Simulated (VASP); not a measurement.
# ScAl3As4 (P1) in VASP: relaxation of cell and atoms with PBE

Aim: the relaxation of cell and atoms of ScAl3As4 with PBE.

Everything below comes from runs of VASP 6.6.1. Logs are shortened: lines on timing, memory, paths and dates and some standing lists are left out, and cuts for length are marked.

## (1) The cell of the first run

The typed cell holds 8 atoms: a = 4.047 Å, b = 3.999 Å, c = 13.838 Å, α = 91.47°, β = 89.90°, γ = 119.78°.

## (2) Relaxation of cell and atoms, PBE

File INCAR:

```
SYSTEM = ScAl3As4
ALGO = Normal
EDIFF = 1E-7
EDIFFG = -0.025
ENCUT = 600
GGA = PE
IBRION = 2
ISIF = 3
ISMEAR = 0
LASPH = .TRUE.
LCHARG = .FALSE.
LREAL = .FALSE.
LWAVE = .FALSE.
NELM = 60
NSW = 80
PREC = Accurate
SIGMA = 0.1
```

File KPOINTS:

```
k-points
0
G
  6 6 1
  0 0 0
```

File POSCAR:

```
ScAl3As4
1.0
    4.0464641364      0.0213731475      0.0036917576
   -2.0047223795      3.4598457181     -0.0520397864
    0.0123484223     -0.1938646700     13.8370204263
Sc Al As
1 3 4
Direct
   -0.0036679111      0.9830489603      0.2495188879
    0.0111824712      1.0036390459      0.7455843814
    0.3179091687      0.6597574156      0.9949831903
    0.3215878770      0.6814128681      0.5123949962
    0.0119398400     -0.0099884061      0.0452744848
    1.0146755119      1.0092539869      0.5599340215
    0.3311794514      0.6732310773      0.3289072438
    0.3285269244      0.6663117188      0.8042007741
```

Potentials or basis: VASP PAW PBE potentials, release 64 (Sc_sv, Al, As).

On the command line:

```console
$ cat potpaw_PBE.64/Sc_sv/POTCAR potpaw_PBE.64/Al/POTCAR potpaw_PBE.64/As/POTCAR > POTCAR
$ mpirun -np 1 vasp_std > vasp.out
```

OUTCAR:

```text
SYSTEM = ScAl3As4
   EDIFF = 1E-7
   EDIFFG = -0.025
   ENCUT = 600
   GGA = PE
   IBRION = 2
   ISIF = 3
   ISMEAR = 0
   LASPH = .TRUE.
   LREAL = .FALSE.
   NELM = 60
   NSW = 80
   PREC = Accurate

 ion  position               nearest neighbor table
   1  0.996  0.983  0.250-   7 2.51   7 2.59   7 2.61   5 2.83
   2  0.011  0.004  0.746-   8 2.42   8 2.43   8 2.54   6 2.57
   3  0.318  0.660  0.995-   5 2.31   5 2.45   5 2.53   8 2.64
   4  0.322  0.681  0.512-   6 2.29   6 2.44   6 2.52   7 2.54
   5  0.012  0.990  0.045-   3 2.31   3 2.45   3 2.53   1 2.83
   6  0.015  0.009  0.560-   4 2.29   4 2.44   4 2.52   2 2.57
   7  0.331  0.673  0.329-   1 2.51   4 2.54   1 2.59   1 2.61
   8  0.329  0.666  0.804-   2 2.42   2 2.43   2 2.54   3 2.64

  LATTYP: Found a triclinic cell.
 ALAT       =     6.9601047315
 B/A-ratio  =     0.5813881288
 C/A-ratio  =     1.9882436373
 COS(alpha) =     0.0017305625
 COS(beta)  =     0.0157032063
 COS(gamma) =     0.8667957093

  Lattice vectors:

 A1 = (   6.0511865159,  -3.4384725706,   0.0557315440)
 A2 = (   4.0464641364,   0.0213731475,   0.0036917576)
 A3 = (   0.0123484223,  -0.1938646700,  13.8370204263)

Analysis of symmetry for initial positions (statically):
=====================================================================
 Subroutine PRICEL returns:
 Original cell was already a primitive cell.

 Routine SETGRP: Setting up the symmetry group for a
 triclinic supercell.

 Subroutine GETGRP returns: Found  1 space group operations
 (whereof  1 operations were pure point group operations)
 out of a pool of  2 trial point group operations.

The static configuration has the point symmetry C_1 .

Analysis of symmetry for dynamics (positions and initial velocities):
=====================================================================
 Subroutine PRICEL returns:
 Original cell was already a primitive cell.

 Routine SETGRP: Setting up the symmetry group for a
 triclinic supercell.

 Subroutine GETGRP returns: Found  1 space group operations
 (whereof  1 operations were pure point group operations)
 out of a pool of  2 trial point group operations.

The dynamic configuration has the point symmetry C_1 .

 Subroutine INISYM returns: Found  1 space group operations
 (whereof  1 operations are pure point group operations),
 and found     1 'primitive' translations

----------------------------------------------------------------------------------------

                                     Primitive cell

  volume of cell :     194.2736

  direct lattice vectors                    reciprocal lattice vectors
     4.046464136  0.021373147  0.003691758     0.246373549  0.142781866  0.001780588
    -2.004722379  3.459845718 -0.052039786    -0.001525974  0.288206796  0.004039306
     0.012348422 -0.193864670 13.837020426    -0.000071472  0.001045825  0.072284610

  length of vectors
     4.046522266  3.999018924 13.838383947     0.284762633  0.288239140  0.072292211

  position of ions in fractional coordinates (direct lattice)
     0.996332089  0.983048960  0.249518888
     0.011182471  0.003639046  0.745584381
     0.317909169  0.659757416  0.994983190
     0.321587877  0.681412868  0.512394996
     0.011939840  0.990011594  0.045274485
     0.014675512  0.009253987  0.559934021
     0.331179451  0.673231077  0.328907244
     0.328526924  0.666311719  0.804200774

  ion indices of the primitive-cell ions
   primitive index   ion index
                 1           1
                 2           2
                 3           3
                 4           4
                 5           5
                 6           6
                 7           7
                 8           8

----------------------------------------------------------------------------------------

 KPOINTS: k-points

Automatic generation of k-mesh.
 Grid dimensions read from file:
 generate k-points for:    6    6    1

 Generating k-lattice:

  Cartesian coordinates                     Fractional coordinates (reciprocal lattice)
     0.041062258  0.023796978  0.000296765     0.166666667  0.000000000 -0.000000000
    -0.000254329  0.048034466  0.000673218     0.000000000  0.166666667 -0.000000000
    -0.000071472  0.001045825  0.072284610     0.000000000  0.000000000  1.000000000

  Length of vectors
     0.047460439  0.048039857  0.072292211

  Shift w.r.t. Gamma in fractional coordinates (k-lattice)
     0.000000000  0.000000000  0.000000000

 Subroutine IBZKPT returns following result:
 ===========================================

 Found     20 irreducible k-points:

 Following reciprocal coordinates:
            Coordinates               Weight
  0.000000  0.000000  0.000000      1.000000
  0.166667 -0.000000 -0.000000      2.000000
  0.333333 -0.000000 -0.000000      2.000000
  0.500000 -0.000000 -0.000000      1.000000
 -0.000000  0.166667 -0.000000      2.000000
  0.166667  0.166667  0.000000      2.000000
[... 12 lines left out ...]
  0.333333  0.500000 -0.000000      2.000000
  0.500000  0.500000 -0.000000      1.000000
   k-points           NKPTS =     20   k-points in BZ     NKDIM =     20   number of bands    NBANDS=     25
   number of dos      NEDOS =    301   number of ions     NIONS =      8
   total plane-waves  NPLWV = 114688
   dimension x,y,z NGX =    32 NGY =   32 NGZ =  112
   dimension x,y,z NGXF=    64 NGYF=   64 NGZF=  224
   ions per type =               1   3   4
   NGX,Y,Z   is equivalent  to a cutoff of  13.15, 13.30, 13.45 a.u.
   NGXF,Y,Z  is equivalent  to a cutoff of  26.29, 26.61, 26.91 a.u.
 SYSTEM =  ScAl3As4
   PREC   = accura    normal or accurate (medium, high low for compatibility)
   ISTART =      0    job   : 0-new  1-cont  2-samecut
   ICHARG =      2    charge: 1-file 2-atom 10-const
   ISPIN  =      1    spin polarized calculation?
   LNONCOLLINEAR =      F non collinear calculations
   LSORBIT =      F    spin-orbit coupling
   LASPH  =      T    aspherical Exc in radial PAW
   ENCUT  =  600.0 eV  44.10 Ry    6.64 a.u.   8.08  7.99 27.64*2*pi/ulx,y,z
   NELM   =     60;   NELMIN=  2; NELMDL= -5     # of ELM steps
   EDIFF  = 0.1E-06   stopping-criterion for ELM
   LREAL  =      F    real-space projection
   EDIFFG = -.3E-01   stopping-criterion for IOM
   NSW    =     80    number of steps for IOM
   IBRION =      2    ionic relax: 0-MD 1-quasi-New 2-CG
   NFREE  =      1    steps in history (QN), initial steepest desc. (CG)
   ISIF   =      3    stress and relaxation
   ISYM   =      2    0-nonsym 1-usesym 2-fastsym
   POTIM  = 0.5000    time-step for ionic-motion
   TEBEG  =    0.0;   TEEND  =   0.0 temperature during run
   PSTRESS=    0.0 pullay stress
   NELECT =      40.0000    total number of electrons
   NUPDOWN=      -1.0000    fix difference up-down
   EMIN   =  10.00;   EMAX   =-10.00  energy-range for DOS
   EFERMI =   0.00;   METHOD = LEGACY
   ISMEAR =     0;   SIGMA  =   0.10  broadening in eV -4-tet -1-fermi 0-gaus
   EFERMI_NEDOS =   21; number of points for ismear=-14 and -15
   IALGO  =     38    algorithm
   IMIX   =      4    mixing-type and parameters
     AMIX     =   0.40;   BMIX     =  1.00
     AMIX_MAG =   1.60;   BMIX_MAG =  1.00
  volume/ion in A,a.u.               =      24.28       163.88
  Fermi-wavevector in a.u.,A,eV,Ry     =   0.966697  1.826792 12.714680  0.934503
  Thomas-Fermi vector in A             =   2.096520
   LORBIT       =      0    0 simple, 1 ext, 2 COOP (PROOUT), +10 PAW based schemes
   GGA     = PE    functional components
   LHFCALC =     F    Hartree Fock is set to
   AEXX    =    0.0000 exact exchange contribution
   IVDW    =     0    specifies the selected vdW correction
   LEPSILON=     F    determine dielectric tensor
   LRPA    =     F    only Hartree local field effects (RPA)
 conjugate gradient relaxation of ions
 non-spin polarized calculation
 Gauss-broadening in eV      SIGMA  =   0.10
  energy-cutoff  :      600.00
  volume of cell :      194.27
 maximum number of plane-waves:      6518
   NGX = 17   NGY = 15   NGZ = 55

--------------------------------------- Ionic step        1  -------------------------------------------

 number of electron      39.9999999 magnetization

 Free energy of the ion-electron system (eV)
  ---------------------------------------------------
  ext. energy  EPLUGINS =         0.00000000
  ---------------------------------------------------
  free energy    TOTEN  =       -40.06052006 eV

  energy without entropy =      -40.06052006  energy(sigma->0) =      -40.06052006

------------------------ aborting loop because EDIFF is reached ----------------------------------------

  FORCE on cell =-STRESS in cart. coord.  units (eV):
  Direction    XX          YY          ZZ          XY          YZ          ZX
  --------------------------------------------------------------------------------------
  -------------------------------------------------------------------------------------
  Total        5.4273196      4.6154864     -1.9568752     -3.5137464      1.1368587     -1.0368347
  in kB       44.7591957     38.0639934    -16.1383823    -28.9779252      9.3756927     -8.5507933
  external PRESSURE =      22.2282689 kB  Pullay stress =       0.0000000 kB
[... 107 lines left out ...]
  FREE ENERGIE OF THE ION-ELECTRON SYSTEM (eV)
  ---------------------------------------------------
  free  energy   TOTEN  =       -40.4650997188 eV

  energy  without entropy=      -40.4650997188  energy(sigma->0) =      -40.46509972

[... ionic steps 4 to 9 ...]

--------------------------------------- Ionic step       10  -------------------------------------------

 number of electron      40.0000002 magnetization

------------------------ aborting loop because EDIFF is reached ----------------------------------------

  FORCE on cell =-STRESS in cart. coord.  units (eV):
  Direction    XX          YY          ZZ          XY          YZ          ZX
  --------------------------------------------------------------------------------------
  -------------------------------------------------------------------------------------
  Total        0.0542703      0.0875619      0.0662385      0.0103133      0.0164814     -0.0030016
  in kB        0.4380625      0.7067886      0.5346684      0.0832479      0.1330356     -0.0242288
  external PRESSURE =       0.5598399 kB  Pullay stress =       0.0000000 kB
[... 69 lines left out ...]
  energy  without entropy=      -40.5428499772  energy(sigma->0) =      -40.54284998

--------------------------------------- Ionic step       12  -------------------------------------------

 number of electron      40.0000001 magnetization

 Free energy of the ion-electron system (eV)
  ---------------------------------------------------
  ext. energy  EPLUGINS =         0.00000000
  ---------------------------------------------------
  free energy    TOTEN  =       -40.54333759 eV

  energy without entropy =      -40.54333759  energy(sigma->0) =      -40.54333759

 E-fermi :   3.5809     XC(G=0):  -8.8222

 val. band max:        3.0481811495   @ k =   0.0000   0.0000   0.0000
 cond. band min:       4.3527466030   @ k =   0.3333   0.3333  -0.0000
 fundamental gap:      1.3045654535
 Fermi energy:         3.5808897043

 k-point     1 :       0.0000    0.0000    0.0000
  band No.  band energies     occupation
      1     -46.2590      2.00000
      2     -24.8987      2.00000
      3     -24.8905      2.00000
      4     -24.8850      2.00000
      5      -8.2980      2.00000
      6      -7.8178      2.00000
[... 584 lines left out ...]
  FREE ENERGIE OF THE ION-ELECTRON SYSTEM (eV)
  ---------------------------------------------------
  free  energy   TOTEN  =       -40.5433375908 eV

  energy  without entropy=      -40.5433375908  energy(sigma->0) =      -40.54333759

 reached required accuracy - stopping structural energy minimisation
```

Wall time 19 min (1 thread of AMD EPYC 9R14 (Zen 4), shared host); peak memory 0.39 GiB.

What came out:

| Property | Result |
| --- | --- |
| Free energy | -40.5433 eV |
| Relaxed volume | 24.84 Å³/atom |
| Relaxed cell | a = 4.090 Å, b = 4.091 Å, c = 13.704 Å, α = 89.81°, β = 90.10°, γ = 119.92° |
| Space group after relaxing (to 0.1 Å) | P3m1 (No. 156) |
| Energy gained by relaxing | 60.4 meV/atom |
| Ionic steps | 12 |
| Pressure after relaxing | 0.0 GPa |
| Largest force after relaxing | 0.023 eV/Å |
| Band gap on the k mesh | 1.30 eV (least direct gap 1.58 eV) |

Forces on the atoms (eV/Å):
```
Sc   0.001  0.015 -0.003
Al  -0.006 -0.006  0.010
Al  -0.005  0.002  0.004
Al   0.004 -0.020 -0.012
As   0.001  0.012  0.001
As   0.008 -0.005  0.002
As  -0.004  0.003 -0.004
As   0.000 -0.001  0.001
```

Step by step:
| step | energy change (eV) | largest force (eV/Å) | pressure (GPa) | volume (Å³) |
| --- | --- | --- | --- | --- |
| 1 | 0.0000 | 1.8495 | 2.22 | 194.27 |
| 2 | -0.3573 | 0.6461 | -1.47 | 203.68 |
| 3 | -0.4046 | 0.5508 | -0.79 | 201.00 |
| 4 | -0.4539 | 0.2913 | 0.11 | 198.22 |
| 5 | -0.4593 | 0.2837 | 0.55 | 196.97 |
| 6 | -0.4767 | 0.1285 | 0.10 | 198.40 |
| 7 | -0.4773 | 0.1359 | 0.00 | 198.71 |
| 8 | -0.4804 | 0.0672 | -0.07 | 198.93 |
| 9 | -0.4810 | 0.0758 | -0.12 | 199.06 |
| 10 | -0.4822 | 0.0473 | 0.06 | 198.49 |
| 11 | -0.4823 | 0.0407 | 0.12 | 198.29 |
| 12 | -0.4828 | 0.0232 | -0.01 | 198.70 |

Final structure:
```
CELL_PARAMETERS angstrom
4.08965 0.00219 -0.00385
-2.04207 3.54441 0.00750
-0.01166 0.01775 13.70360
ATOMIC_POSITIONS crystal
Sc 0.99656 0.99580 0.24731
Al 0.00239 0.00237 0.74845
Al 0.33353 0.66156 0.98922
Al 0.33426 0.67528 0.50661
As 0.99988 0.99407 0.05058
As 0.00079 0.00809 0.56549
As 0.33023 0.66170 0.32591
As 0.33569 0.66779 0.80723
```

Levels at points of the mesh, in eV from the valence-band top:
```tsv
k point	band 17	band 18	band 19	band 20	band 21	band 22	band 23	band 24
(0.00, 0.00, 0.00)	-0.31	-0.31	-0.01	0.00	1.58	2.04	2.26	2.26
(0.50, 0.00, 0.00)	-1.45	-0.96	-0.96	-0.52	1.35	1.59	2.24	2.33
(0.00, 0.50, 0.00)	-1.46	-0.97	-0.96	-0.52	1.35	1.62	2.26	2.31
(0.50, 0.50, 0.00)	-1.43	-0.97	-0.95	-0.52	1.35	1.58	2.23	2.32
```

Caveat: the k points lie up to 0.46 Å⁻¹ apart in the final cell. A k mesh can miss the band edges.
